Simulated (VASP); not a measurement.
# TaAg2F6 (Fm-3m) in VASP: a series of runs

TaAg2F6 is run at these levels: PBE; tasks: relaxation of cell and atoms, single point.

Program: VASP 6.6.1. These are calculated values, not measurements. Logs are shortened: lines on timing, memory, paths and dates and some standing lists are left out, and cuts for length are marked.

## Step 1: The cell of the first run

The structure is cubic, space group Fm-3m (No. 225). The conventional cell has a = 7.767 Å, b = 7.767 Å, c = 7.767 Å, α = 90.00°, β = 90.00°, γ = 90.00°. Within 2.6 Å of Ta (site symmetry m-3m) lie 6 F at 1.94 Å. Ag (site symmetry -43m) has 12 F at 2.75 Å and 4 Ta at 3.36 Å within 3.6 Å. Within 2.6 Å of F (site symmetry 4mm) lie 1 Ta at 1.94 Å.

## Step 2: Relaxation of cell and atoms, PBE (atoms taken out)

Contents of INCAR:

```
SYSTEM = TaAg2F6
ALGO = Normal
EDIFF = 1E-7
EDIFFG = -0.04
ENCUT = 700
GGA = PE
GGA_COMPAT = .FALSE.
IBRION = 2
ISIF = 3
ISMEAR = 0
LASPH = .TRUE.
LCHARG = .FALSE.
LREAL = .FALSE.
LWAVE = .FALSE.
NELM = 120
NELMIN = 4
NSW = 90
PREC = Accurate
SIGMA = 0.1
```

Contents of KPOINTS:

```
k-points
0
G
  4 4 4
  0 0 0
```

Contents of POSCAR:

```
TaAg2F6
1.0
    0.0000000000      3.8836445000      3.8836445000
    3.8836445000      0.0000000000      3.8836445000
    3.8836445000      3.8836445000      0.0000000000
Ta Ag F
1 2 6
Direct
    0.0000000000      0.0000000000      0.0000000000
    0.2500000000      0.2500000000      0.2500000000
    0.7500000000      0.7500000000      0.7500000000
    0.7500000000      0.2500000000      0.2500000000
    0.2500000000      0.7500000000      0.7500000000
    0.2500000000      0.7500000000      0.2500000000
    0.7500000000      0.2500000000      0.7500000000
    0.2500000000      0.2500000000      0.7500000000
    0.7500000000      0.7500000000      0.2500000000
```

Potentials or basis: VASP PAW PBE potentials, release 64 (Ta_sv_GW, Ag_sv_GW, F).

Started as:

```console
$ cat potpaw_PBE.64/Ta_sv_GW/POTCAR potpaw_PBE.64/Ag_sv_GW/POTCAR potpaw_PBE.64/F/POTCAR > POTCAR
$ mpirun -np 1 vasp_std > vasp.out
```

OUTCAR:

```text
SYSTEM = TaAg2F6
   EDIFF = 1E-7
   EDIFFG = -0.04
   ENCUT = 700
   GGA = PE
   IBRION = 2
   ISIF = 3
   ISMEAR = 0
   LASPH = .TRUE.
   LREAL = .FALSE.
   NELM = 120
   NELMIN = 4
   NSW = 90
   PREC = Accurate

 ion  position               nearest neighbor table
   1  0.000  0.000  0.000-   4 1.94   5 1.94   6 1.94   7 1.94   8 1.94   9 1.94
   2  0.250  0.250  0.250-
   3  0.750  0.750  0.750-
   4  0.750  0.250  0.250-   1 1.94
   5  0.250  0.750  0.750-   1 1.94
   6  0.250  0.750  0.250-   1 1.94
   7  0.750  0.250  0.750-   1 1.94
   8  0.250  0.250  0.750-   1 1.94
   9  0.750  0.750  0.250-   1 1.94

  LATTYP: Found a face centered cubic cell.
 ALAT       =     7.7672890000

  Lattice vectors:

 A1 = (   0.0000000000,   3.8836445000,   3.8836445000)
 A2 = (   3.8836445000,   0.0000000000,   3.8836445000)
 A3 = (   3.8836445000,   3.8836445000,   0.0000000000)

Analysis of symmetry for initial positions (statically):
=====================================================================
 Subroutine PRICEL returns:
 Original cell was already a primitive cell.

 Routine SETGRP: Setting up the symmetry group for a
 face centered cubic supercell.

 Subroutine GETGRP returns: Found 48 space group operations
 (whereof 48 operations were pure point group operations)
 out of a pool of 48 trial point group operations.

The static configuration has the point symmetry O_h .

Analysis of symmetry for dynamics (positions and initial velocities):
=====================================================================
 Subroutine PRICEL returns:
 Original cell was already a primitive cell.

 Routine SETGRP: Setting up the symmetry group for a
 face centered cubic supercell.

 Subroutine GETGRP returns: Found 48 space group operations
 (whereof 48 operations were pure point group operations)
 out of a pool of 48 trial point group operations.

The dynamic configuration has the point symmetry O_h .

 Subroutine INISYM returns: Found 48 space group operations
 (whereof 48 operations are pure point group operations),
 and found     1 'primitive' translations

----------------------------------------------------------------------------------------

                                     Primitive cell

  volume of cell :     117.1516

  direct lattice vectors                    reciprocal lattice vectors
     0.000000000  3.883644500  3.883644500    -0.128745049  0.128745049  0.128745049
     3.883644500  0.000000000  3.883644500     0.128745049 -0.128745049  0.128745049
     3.883644500  3.883644500  0.000000000     0.128745049  0.128745049 -0.128745049

  length of vectors
     5.492302723  5.492302723  5.492302723     0.222992965  0.222992965  0.222992965

  position of ions in fractional coordinates (direct lattice)
     0.000000000  0.000000000  0.000000000
     0.250000000  0.250000000  0.250000000
     0.750000000  0.750000000  0.750000000
     0.750000000  0.250000000  0.250000000
     0.250000000  0.750000000  0.750000000
     0.250000000  0.750000000  0.250000000
     0.750000000  0.250000000  0.750000000
     0.250000000  0.250000000  0.750000000
     0.750000000  0.750000000  0.250000000

  ion indices of the primitive-cell ions
   primitive index   ion index
                 1           1
                 2           2
                 3           3
                 4           4
                 5           5
                 6           6
                 7           7
                 8           8
                 9           9

----------------------------------------------------------------------------------------

 KPOINTS: k-points

Automatic generation of k-mesh.
 Grid dimensions read from file:
 generate k-points for:    4    4    4

 Generating k-lattice:

  Cartesian coordinates                     Fractional coordinates (reciprocal lattice)
    -0.032186262  0.032186262  0.032186262     0.250000000  0.000000000  0.000000000
     0.032186262 -0.032186262  0.032186262     0.000000000  0.250000000  0.000000000
     0.032186262  0.032186262 -0.032186262     0.000000000  0.000000000  0.250000000

  Length of vectors
     0.055748241  0.055748241  0.055748241

  Shift w.r.t. Gamma in fractional coordinates (k-lattice)
     0.000000000  0.000000000  0.000000000

 Subroutine IBZKPT returns following result:
 ===========================================

 Found      8 irreducible k-points:

 Following reciprocal coordinates:
            Coordinates               Weight
  0.000000  0.000000  0.000000      1.000000
  0.250000  0.000000  0.000000      8.000000
  0.500000  0.000000  0.000000      4.000000
  0.250000  0.250000  0.000000      6.000000
  0.500000  0.250000  0.000000     24.000000
 -0.250000  0.250000  0.000000     12.000000
  0.500000  0.500000  0.000000      3.000000
 -0.250000  0.500000  0.250000      6.000000
   k-points           NKPTS =      8   k-points in BZ     NKDIM =      8   number of bands    NBANDS=     55
   number of dos      NEDOS =    301   number of ions     NIONS =      9
   total plane-waves  NPLWV = 110592
   dimension x,y,z NGX =    48 NGY =   48 NGZ =   48
   dimension x,y,z NGXF=    96 NGYF=   96 NGZF=   96
   ions per type =               1   2   6
   NGX,Y,Z   is equivalent  to a cutoff of  14.53, 14.53, 14.53 a.u.
   NGXF,Y,Z  is equivalent  to a cutoff of  29.06, 29.06, 29.06 a.u.
 SYSTEM =  TaAg2F6
   PREC   = accura    normal or accurate (medium, high low for compatibility)
   ISTART =      0    job   : 0-new  1-cont  2-samecut
   ICHARG =      2    charge: 1-file 2-atom 10-const
   ISPIN  =      1    spin polarized calculation?
   LNONCOLLINEAR =      F non collinear calculations
   LSORBIT =      F    spin-orbit coupling
   LASPH  =      T    aspherical Exc in radial PAW
   ENCUT  =  700.0 eV  51.45 Ry    7.17 a.u.  11.85 11.85 11.85*2*pi/ulx,y,z
   NELM   =    120;   NELMIN=  4; NELMDL= -5     # of ELM steps
   EDIFF  = 0.1E-06   stopping-criterion for ELM
   LREAL  =      F    real-space projection
   EDIFFG = -.4E-01   stopping-criterion for IOM
   NSW    =     90    number of steps for IOM
   IBRION =      2    ionic relax: 0-MD 1-quasi-New 2-CG
   NFREE  =      1    steps in history (QN), initial steepest desc. (CG)
   ISIF   =      3    stress and relaxation
   ISYM   =      2    0-nonsym 1-usesym 2-fastsym
   POTIM  = 0.5000    time-step for ionic-motion
   TEBEG  =    0.0;   TEEND  =   0.0 temperature during run
   PSTRESS=    0.0 pullay stress
   NELECT =      93.0000    total number of electrons
   NUPDOWN=      -1.0000    fix difference up-down
   EMIN   =  10.00;   EMAX   =-10.00  energy-range for DOS
   EFERMI =   0.00;   METHOD = LEGACY
   ISMEAR =     0;   SIGMA  =   0.10  broadening in eV -4-tet -1-fermi 0-gaus
   EFERMI_NEDOS =   21; number of points for ismear=-14 and -15
   IALGO  =     38    algorithm
   IMIX   =      4    mixing-type and parameters
     AMIX     =   0.40;   BMIX     =  1.00
     AMIX_MAG =   1.60;   BMIX_MAG =  1.00
  volume/ion in A,a.u.               =      13.02        87.84
  Fermi-wavevector in a.u.,A,eV,Ry     =   1.515839  2.864520 31.263021  2.297767
  Thomas-Fermi vector in A             =   2.625309
   LORBIT       =      0    0 simple, 1 ext, 2 COOP (PROOUT), +10 PAW based schemes
   GGA     = PE    functional components
   LHFCALC =     F    Hartree Fock is set to
   AEXX    =    0.0000 exact exchange contribution
   IVDW    =     0    specifies the selected vdW correction
   LEPSILON=     F    determine dielectric tensor
   LRPA    =     F    only Hartree local field effects (RPA)
 conjugate gradient relaxation of ions
 non-spin polarized calculation
 Gauss-broadening in eV      SIGMA  =   0.10
  energy-cutoff  :      700.00
  volume of cell :      117.15
 maximum number of plane-waves:      4957
   NGX = 23   NGY = 23   NGZ = 23

--------------------------------------- Ionic step        1  -------------------------------------------

 number of electron      93.0000008 magnetization

 Free energy of the ion-electron system (eV)
  ---------------------------------------------------
  ext. energy  EPLUGINS =         0.00000000
  ---------------------------------------------------
  free energy    TOTEN  =       -44.56403426 eV

  energy without entropy =      -44.53630294  energy(sigma->0) =      -44.55016860

------------------------ aborting loop because EDIFF is reached ----------------------------------------

  FORCE on cell =-STRESS in cart. coord.  units (eV):
  Direction    XX          YY          ZZ          XY          YZ          ZX
  --------------------------------------------------------------------------------------
  -------------------------------------------------------------------------------------
  Total        6.6369973      6.6369973      6.6369973      0.0000000      0.0000000      0.0000000
  in kB       90.7682205     90.7682205     90.7682205      0.0000000      0.0000000      0.0000000
  external PRESSURE =      90.7682205 kB  Pullay stress =       0.0000000 kB
[... 114 lines left out ...]
  energy  without entropy=      -44.7887784133  energy(sigma->0) =      -44.80885790

--------------------------------------- Ionic step        4  -------------------------------------------

 number of electron      93.0000004 magnetization

 E-fermi :   4.4300     XC(G=0): -10.0466

 val. band max:        4.4175310527   @ k =   0.5000   0.0000   0.0000
 cond. band min:       4.5295386402   @ k =   0.5000   0.5000   0.0000
 fundamental gap:      0.1120075875
 Fermi energy:         4.4299966992

 k-point     1 :       0.0000    0.0000    0.0000
  band No.  band energies     occupation
      1     -87.3229      2.00000
      2     -87.3228      2.00000
      3     -67.8102      2.00000
      4     -50.8566      2.00000
      5     -50.8566      2.00000
      6     -50.8566      2.00000
[... 579 lines left out ...]
  energy  without entropy=      -45.3788142385  energy(sigma->0) =      -45.38474066

--------------------------------------- Ionic step        7  -------------------------------------------

 number of electron      93.0000020 magnetization

 Free energy of the ion-electron system (eV)
  ---------------------------------------------------
  ext. energy  EPLUGINS =         0.00000000
  ---------------------------------------------------
  free energy    TOTEN  =       -45.47445711 eV

  energy without entropy =      -45.46129983  energy(sigma->0) =      -45.46787847

 E-fermi :   2.8699     XC(G=0):  -9.0516

 val. band max:        2.8500473654   @ k =   0.5000   0.0000   0.0000
 cond. band min:       2.9579574916   @ k =   0.5000   0.2500   0.0000
 fundamental gap:      0.1079101262
 Fermi energy:         2.8699433716

 k-point     1 :       0.0000    0.0000    0.0000
  band No.  band energies     occupation
      1     -88.6502      2.00000
      2     -88.6502      2.00000
      3     -69.0247      2.00000
      4     -52.1824      2.00000
      5     -52.1824      2.00000
      6     -52.1824      2.00000
[... 489 lines left out ...]
  FREE ENERGIE OF THE ION-ELECTRON SYSTEM (eV)
  ---------------------------------------------------
  free  energy   TOTEN  =       -45.4744571139 eV

  energy  without entropy=      -45.4612998340  energy(sigma->0) =      -45.46787847

 reached required accuracy - stopping structural energy minimisation
```

Run time: 12 min. Hardware: 1 thread of Intel Xeon Platinum 8488C (Sapphire Rapids), shared host; peak memory 0.4 GiB.

Results:

```
Free energy                           : -45.4745 eV
Relaxed volume                        : 17.55 Å³/atom
Relaxed cell                          : a = 6.067 Å, b = 6.067 Å, c = 6.067 Å, α = 60.00°, β = 60.00°, γ = 60.00°
Space group after relaxing (to 0.1 Å) : Fm-3m (No. 225)
Energy gained by relaxing             : 101.2 meV/atom
Ionic steps                           : 7
Pressure after relaxing               : 0.2 GPa
Band gap on the k mesh                : zero (an odd number of electrons rules out a gap without spin polarisation)
```

The path:
| step | energy change (eV) | largest force (eV/Å) | pressure (GPa) | volume (Å³) |
| --- | --- | --- | --- | --- |
| 1 | 0.0000 | 0.1381 | 9.08 | 117.15 |
| 2 | -0.2463 | 1.3895 | -2.65 | 130.11 |
| 3 | -0.2649 | 1.1481 | -0.53 | 127.13 |
| 4 | -0.5807 | 0.7275 | 0.20 | 133.36 |
| 5 | -0.8134 | 0.0823 | 2.43 | 142.21 |
| 6 | -0.8266 | 0.5612 | 3.82 | 146.15 |
| 7 | -0.9104 | 0.0282 | 0.20 | 157.92 |

Final structure:
```xyz
9
Lattice="0.0000 4.2902 4.2902 4.2902 0.0000 4.2902 4.2902 4.2902 0.0000" Properties=species:S:1:pos:R:3 pbc="T T T"
Ta    0.0000    0.0000    0.0000
Ag    2.1451    2.1451    2.1451
Ag    6.4352    6.4352    6.4352
F     1.9304    4.2902    4.2902
F     6.6499    4.2902    4.2902
F     4.2902    1.9304    4.2902
F     4.2902    6.6499    4.2902
F     4.2902    4.2902    1.9304
F     4.2902    4.2902    6.6499
```

Levels at points of the mesh, in eV from the Fermi level:
```csv
k point,band 44,band 45,band 46,band 47,band 48,band 49,band 50,band 51
"(0.00, 0.00, 0.00)",-3.93,-3.84,-3.84,-1.55,0.70,0.70,0.70,0.87
"(0.50, 0.00, 0.00)",-3.78,-3.78,-3.78,-0.02,0.32,0.78,0.78,0.79
"(0.50, 0.50, 0.00)",-3.76,-3.74,-3.74,0.35,0.67,0.82,0.82,1.09
```

Caveat: the cell differs from its parent crystal (atoms taken out); the volume moved by over 15 % at a fixed basis, so the end points are rough; spin-orbit coupling is left out, which moves the levels of the heavy elements; an odd number of electrons without spin polarisation forces a metal; a magnetic or distorted state may lie lower.

(Part 1 of 2 ends here.)

The gap in the log of VASP goes by the Fermi energy; the results here count the filled bands.